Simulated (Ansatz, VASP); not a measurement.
**Two plane-wave programs on BN**

```
B N
1.0
     6.39785    0.00000    0.00000
    -3.19893    5.54070    0.00000
     0.00000    0.00000    2.50988
B N
4 4
Cartesian
  3.1989 0.3729 0.0000
  4.4755 2.5839 0.0000
  1.9224 2.5839 0.0000
  0.0000 3.6938 1.2549
  0.0000 5.1870 1.2549
  -1.2931 2.9472 1.2549
  1.2931 2.9472 1.2549
  3.1989 1.8469 0.0000
```

Alike in both runs: functional PBE; k mesh 3 × 3 × 8; occupations gaussian, width 0.1 eV; no spin polarisation.

Ansatz relaxed the structure, and its values are those at the end. VASP's run is a single point on that final structure, the one shown.

```csv
,VASP,Ansatz
version,VASP 6.6.1,Ansatz 0.2.0
potentials or method,"VASP PAW PBE potentials, release 64 (B, N), cutoff 520 eV","scalar-relativistic, plane waves, PAW"
valence electrons in the cell,32,32
```

```csv
,VASP,Ansatz,Ansatz less VASP
gap on the k mesh at the Fermi level (eV),none,none,-
pressure (GPa),0.1,0.0,-0.05
```

A gap of «none» marks a metal or a gap that the smearing closes.

The k mesh is coarse, so the values compare programs but aren't converged.
